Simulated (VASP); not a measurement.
# AlCo (P4/mmm) in VASP: single point with PBEsol

Aim: the single point of AlCo with PBEsol.

All numbers are computed with VASP 6.6.1; they aren't measurements. Logs are shortened: lines on timing, memory, paths and dates and some standing lists are left out, and cuts for length are marked.

## 1. The cell of the first run

It takes space group P4/mmm (No. 123, tetragonal). The conventional cell has a = 2.902 Å, b = 2.902 Å, c = 2.670 Å, α = 90.00°, β = 90.00°, γ = 90.00°. Within 3.2 Å of Al (site symmetry 4/mmm) lie 8 Co at 2.45 Å and 6 Al at 2.67 to 2.90 Å. Co (site symmetry 4/mmm) has 8 Al at 2.45 Å and 6 Co at 2.67 to 2.90 Å within 3.2 Å.

## 2. Single point, PBEsol

Input file INCAR:

```
PREC = Accurate
ENCUT = 520
EDIFF = 1E-6
ISMEAR = 0
SIGMA = 0.15
LREAL = False
LASPH = True
NELM = 80
ALGO = Fast
ISIF = 2
LWAVE = False
LCHARG = False
GGA = PS
NBANDS = 13
```

Input file KPOINTS:

```
regular mesh
0
Gamma
  24 24 24
```

Input file POSCAR:

```
AlCo
1.0
    2.9021365037      0.0000000000      0.0000000000
    0.0000000000      2.9021365037      0.0000000000
    0.0000000000      0.0000000000      2.6699655834
Al Co
1 1
Direct
    0.0000000000      0.0000000000      0.0000000000
    0.5000000000      0.5000000000      0.5000000000
```

Potentials or basis: VASP PAW PBE potentials, release 64 (Al, Co).

Launch:

```console
> cat potpaw_PBE.64/Al/POTCAR potpaw_PBE.64/Co/POTCAR > POTCAR
> mpirun -np 1 vasp_std > vasp.out
```

OUTCAR:

```text
PREC = Accurate
   ENCUT = 520
   EDIFF = 1E-6
   ISMEAR = 0
   LREAL = False
   LASPH = True
   NELM = 80
   ISIF = 2
   GGA = PS

 ion  position               nearest neighbor table
   1  0.000  0.000  0.000-   2 2.45   2 2.45   2 2.45   2 2.45   2 2.45   2 2.45   2 2.45   2 2.45

   2  0.500  0.500  0.500-   1 2.45   1 2.45   1 2.45   1 2.45   1 2.45   1 2.45   1 2.45   1 2.45

  LATTYP: Found a simple tetragonal cell.
 ALAT       =     2.9021365037
 C/A-ratio  =     0.9200000000

  Lattice vectors:

 A1 = (   2.9021365037,   0.0000000000,   0.0000000000)
 A2 = (   0.0000000000,   2.9021365037,   0.0000000000)
 A3 = (   0.0000000000,   0.0000000000,   2.6699655834)

Analysis of symmetry for initial positions (statically):
=====================================================================
 Subroutine PRICEL returns:
 Original cell was already a primitive cell.

 Routine SETGRP: Setting up the symmetry group for a
 simple tetragonal supercell.

 Subroutine GETGRP returns: Found 16 space group operations
 (whereof 16 operations were pure point group operations)
 out of a pool of 16 trial point group operations.

The static configuration has the point symmetry D_4h.

Analysis of symmetry for dynamics (positions and initial velocities):
=====================================================================
 Subroutine PRICEL returns:
 Original cell was already a primitive cell.

 Routine SETGRP: Setting up the symmetry group for a
 simple tetragonal supercell.

 Subroutine GETGRP returns: Found 16 space group operations
 (whereof 16 operations were pure point group operations)
 out of a pool of 16 trial point group operations.

The dynamic configuration has the point symmetry D_4h.

 Subroutine INISYM returns: Found 16 space group operations
 (whereof 16 operations are pure point group operations),
 and found     1 'primitive' translations

----------------------------------------------------------------------------------------

                                     Primitive cell

  volume of cell :      22.4875

  direct lattice vectors                    reciprocal lattice vectors
     2.902136504  0.000000000  0.000000000     0.344573730  0.000000000  0.000000000
     0.000000000  2.902136504  0.000000000     0.000000000  0.344573730  0.000000000
     0.000000000  0.000000000  2.669965583     0.000000000  0.000000000  0.374536663

  length of vectors
     2.902136504  2.902136504  2.669965583     0.344573730  0.344573730  0.374536663

  position of ions in fractional coordinates (direct lattice)
     0.000000000  0.000000000  0.000000000
     0.500000000  0.500000000  0.500000000

  ion indices of the primitive-cell ions
   primitive index   ion index
                 1           1
                 2           2

----------------------------------------------------------------------------------------

 KPOINTS: regular mesh

Automatic generation of k-mesh.
 Grid dimensions read from file:
 generate k-points for:   24   24   24

 Generating k-lattice:

  Cartesian coordinates                     Fractional coordinates (reciprocal lattice)
     0.014357239  0.000000000  0.000000000     0.041666667  0.000000000  0.000000000
     0.000000000  0.014357239  0.000000000     0.000000000  0.041666667  0.000000000
     0.000000000  0.000000000  0.015605694     0.000000000  0.000000000  0.041666667

  Length of vectors
     0.014357239  0.014357239  0.015605694

  Shift w.r.t. Gamma in fractional coordinates (k-lattice)
     0.000000000  0.000000000  0.000000000

 Subroutine IBZKPT returns following result:
 ===========================================

 Found   1183 irreducible k-points:

 Following reciprocal coordinates:
            Coordinates               Weight
  0.000000  0.000000  0.000000      1.000000
  0.041667  0.000000  0.000000      4.000000
  0.083333  0.000000  0.000000      4.000000
  0.125000  0.000000  0.000000      4.000000
  0.166667  0.000000  0.000000      4.000000
  0.208333  0.000000  0.000000      4.000000
[... 16 lines left out ...]
  0.416667  0.041667  0.000000      8.000000
  0.458333  0.041667  0.000000      8.000000
 [... further k-points ...]
   k-points           NKPTS =   1183   k-points in BZ     NKDIM =   1183   number of bands    NBANDS=     13
   number of dos      NEDOS =    301   number of ions     NIONS =      2
   total plane-waves  NPLWV =  11520
   dimension x,y,z NGX =    24 NGY =   24 NGZ =   20
   dimension x,y,z NGXF=    48 NGYF=   48 NGZF=   40
   ions per type =               1   1
   NGX,Y,Z   is equivalent  to a cutoff of  13.75, 13.75, 12.45 a.u.
   NGXF,Y,Z  is equivalent  to a cutoff of  27.50, 27.50, 24.91 a.u.
 SYSTEM =  unknown system
   PREC   = accura    normal or accurate (medium, high low for compatibility)
   ISTART =      0    job   : 0-new  1-cont  2-samecut
   ICHARG =      2    charge: 1-file 2-atom 10-const
   ISPIN  =      1    spin polarized calculation?
   LNONCOLLINEAR =      F non collinear calculations
   LSORBIT =      F    spin-orbit coupling
   LASPH  =      T    aspherical Exc in radial PAW
   ENCUT  =  520.0 eV  38.22 Ry    6.18 a.u.   5.40  5.40  4.96*2*pi/ulx,y,z
   NELM   =     80;   NELMIN=  2; NELMDL= -5     # of ELM steps
   EDIFF  = 0.1E-05   stopping-criterion for ELM
   LREAL  =      F    real-space projection
   EDIFFG = 0.1E-04   stopping-criterion for IOM
   NSW    =      0    number of steps for IOM
   IBRION =     -1    ionic relax: 0-MD 1-quasi-New 2-CG
   NFREE  =      0    steps in history (QN), initial steepest desc. (CG)
   ISIF   =      2    stress and relaxation
   ISYM   =      2    0-nonsym 1-usesym 2-fastsym
   POTIM  = 0.5000    time-step for ionic-motion
   TEBEG  =    0.0;   TEEND  =   0.0 temperature during run
   PSTRESS=    0.0 pullay stress
   NELECT =      12.0000    total number of electrons
   NUPDOWN=      -1.0000    fix difference up-down
   EMIN   =  10.00;   EMAX   =-10.00  energy-range for DOS
   EFERMI =   0.00;   METHOD = LEGACY
   ISMEAR =     0;   SIGMA  =   0.15  broadening in eV -4-tet -1-fermi 0-gaus
   EFERMI_NEDOS =   21; number of points for ismear=-14 and -15
   IALGO  =     68    algorithm
   IMIX   =      4    mixing-type and parameters
     AMIX     =   0.40;   BMIX     =  1.00
     AMIX_MAG =   1.60;   BMIX_MAG =  1.00
  volume/ion in A,a.u.               =      11.24        75.88
  Fermi-wavevector in a.u.,A,eV,Ry     =   1.327868  2.509306 23.990236  1.763233
  Thomas-Fermi vector in A             =   2.457148
   LORBIT       =      0    0 simple, 1 ext, 2 COOP (PROOUT), +10 PAW based schemes
   GGA     = PS    functional components
   LHFCALC =     F    Hartree Fock is set to
   AEXX    =    0.0000 exact exchange contribution
   IVDW    =     0    specifies the selected vdW correction
   LEPSILON=     F    determine dielectric tensor
   LRPA    =     F    only Hartree local field effects (RPA)
 non-spin polarized calculation
 RMM-DIIS sequential band-by-band and
 Gauss-broadening in eV      SIGMA  =   0.15
  energy-cutoff  :      520.00
  volume of cell :       22.49
 maximum number of plane-waves:       630
 NGX is ok and might be reduce to    24
   NGX = 11   NGY = 11   NGZ =  9

 number of electron      12.0000003 magnetization

 Free energy of the ion-electron system (eV)
  ---------------------------------------------------
  ext. energy  EPLUGINS =         0.00000000
  ---------------------------------------------------
  free energy    TOTEN  =       -13.01622001 eV

  energy without entropy =      -13.00304096  energy(sigma->0) =      -13.00963048

 E-fermi :  10.7404     XC(G=0): -12.5259

 val. band max:       10.7396836968   @ k =   0.5000   0.3750   0.2500
 cond. band min:      10.7405630064   @ k =   0.4583   0.0000   0.4167
 fundamental gap:      0.0008793096
 Fermi energy:        10.7403827134

 k-point     1 :       0.0000    0.0000    0.0000
  band No.  band energies     occupation
      1      -0.4348      2.00000
      2       7.6528      2.00000
      3       7.7981      2.00000
      4       9.7767      2.00000
      5      10.1485      2.00000
      6      10.1485      2.00000
      7      15.9336      0.00000
      8      15.9336      0.00000
      9      19.1407      0.00000
     10      19.3974      0.00000
     11      19.7270      0.00000
     12      26.8382      0.00000
     13      31.5348      0.00000

 k-point     2 :       0.0417    0.0000    0.0000
  band No.  band energies     occupation
      1      -0.4030      2.00000
      2       7.6508      2.00000
      3       7.8022      2.00000
      4       9.7569      2.00000
      5      10.1361      2.00000
      6      10.1500      2.00000
      7      15.6329      0.00000
      8      15.9819      0.00000
      9      19.1811      0.00000
     10      19.5227      0.00000
     11      19.9061      0.00000
     12      26.9062      0.00000
     13      31.0485      0.00000

 k-point     3 :       0.0833    0.0000    0.0000
  band No.  band energies     occupation
      1      -0.3075      2.00000
      2       7.6388      2.00000
      3       7.8168      2.00000
      4       9.7000      2.00000
      5      10.1001      2.00000
      6      10.1545      2.00000
      7      14.9420      0.00000
      8      16.1242      0.00000
      9      19.3011      0.00000
     10      19.5596      0.00000
     11      20.5670      0.00000
     12      27.1157      0.00000
     13      30.1192      0.00000

 k-point     4 :       0.1250    0.0000    0.0000
  band No.  band energies     occupation
      1      -0.1492      2.00000
      2       7.6005      2.00000
      3       7.8469      2.00000
      4       9.6128      2.00000
      5      10.0438      2.00000
      6      10.1615      2.00000
      7      14.1264      0.00000
      8      16.3539      0.00000
      9      19.4975      0.00000
     10      19.5393      0.00000
     11      21.4032      0.00000
     12      27.4816      0.00000
     13      29.1100      0.00000

 k-point     5 :       0.1667    0.0000    0.0000
  band No.  band energies     occupation
      1       0.0713      2.00000
      2       7.5153      2.00000
      3       7.8933      2.00000
      4       9.5046      2.00000
      5       9.9723      2.00000
      6      10.1708      2.00000
      7      13.3163      0.00000
      8      16.6619      0.00000
      9      19.5000      0.00000
     10      19.7655      0.00000
     11      22.2368      0.00000
     12      28.0170      0.00000
     13      28.1014      0.00000
[... 257 lines left out ...]
 k-point    22 :       0.3750    0.0417    0.0000
  band No.  band energies     occupation
      1       2.0666      2.00000
      2       5.7184      2.00000
      3       8.2130      2.00000
      4       8.9491      2.00000
      5       9.5912      2.00000
      6      10.2136      2.00000
      7      10.9713      0.02950
      8      18.3344      0.00000
      9      19.7702      0.00000
     10      22.0167      0.00000
     11      23.3636      0.00000
     12      25.3471      0.00000
     13      26.2244      0.00000

 k-point    23 :       0.4167    0.0417    0.0000
  band No.  band energies     occupation
      1       2.6088      2.00000
      2       5.1063      2.00000
      3       8.2596      2.00000
      4       8.8887      2.00000
      5       9.5445      2.00000
      6      10.2209      2.00000
      7      10.8491      0.30536
      8      18.6538      0.00000
      9      19.9146      0.00000
     10      22.5923      0.00000
     11      22.6847      0.00000
     12      25.4564      0.00000
     13      25.7906      0.00000

 k-point    24 :       0.4583    0.0417    0.0000
  band No.  band energies     occupation
      1       3.1827      2.00000
      2       4.4804      2.00000
      3       8.2896      2.00000
      4       8.8511      2.00000
      5       9.5155      2.00000
      6      10.2255      2.00000
      7      10.7878      0.65478
      8      18.8318      0.00000
      9      20.1499      0.00000
     10      22.1398      0.00000
     11      23.1801      0.00000
     12      24.7538      0.00000
     13      26.1854      0.00000

 [... further k-points ...]
[... 5 lines left out ...]
  --------------------------------------------------------------------------------------
  -------------------------------------------------------------------------------------
  Total       -0.7736136     -0.7736136      1.8869844      0.0000000     -0.0000000      0.0000000
  in kB      -55.1179896    -55.1179896    134.4428030      0.0000000     -0.0000000      0.0000000
  external PRESSURE =       8.0689413 kB  Pullay stress =       0.0000000 kB

 VOLUME and BASIS-vectors are now :
 -----------------------------------------------------------------------------
  energy-cutoff  :      520.00
  volume of cell :       22.49
      direct lattice vectors                 reciprocal lattice vectors
     2.902136504  0.000000000  0.000000000     0.344573730  0.000000000  0.000000000
     0.000000000  2.902136504  0.000000000     0.000000000  0.344573730  0.000000000
     0.000000000  0.000000000  2.669965583     0.000000000  0.000000000  0.374536663

 POSITION                                       TOTAL-FORCE (eV/Angst)
 -----------------------------------------------------------------------------------
      0.00000      0.00000      0.00000         0.000000      0.000000      0.000000
      1.45107      1.45107      1.33498         0.000000      0.000000      0.000000
 -----------------------------------------------------------------------------------
    total drift:                                0.000000     -0.000000     -0.000000

  FREE ENERGIE OF THE ION-ELECTRON SYSTEM (eV)
  ---------------------------------------------------
  free  energy   TOTEN  =       -13.0162200090 eV

  energy  without entropy=      -13.0030409566  energy(sigma->0) =      -13.00963048
```

Run time: 3.1 min. Hardware: 1 thread of AMD EPYC 9R45 (Zen 5), shared host; peak memory 0.42 GiB.

What came out:

| Item | Value |
| --- | --- |
| Free energy | -13.0162 eV |
| Pressure | 0.8 GPa |
| Band gap on the k mesh | zero (bands 6 and 7 overlap by 2.73 eV) |

Caveat: the stress differs along the axes, from -6 to 13 GPa; the PAW data sets were made with another functional, which shifts forces and pressure a little; the run has no spin polarisation, though such a crystal can be magnetic. Spin polarisation is off, so any magnetic state and its effect on volume and gap are missing.
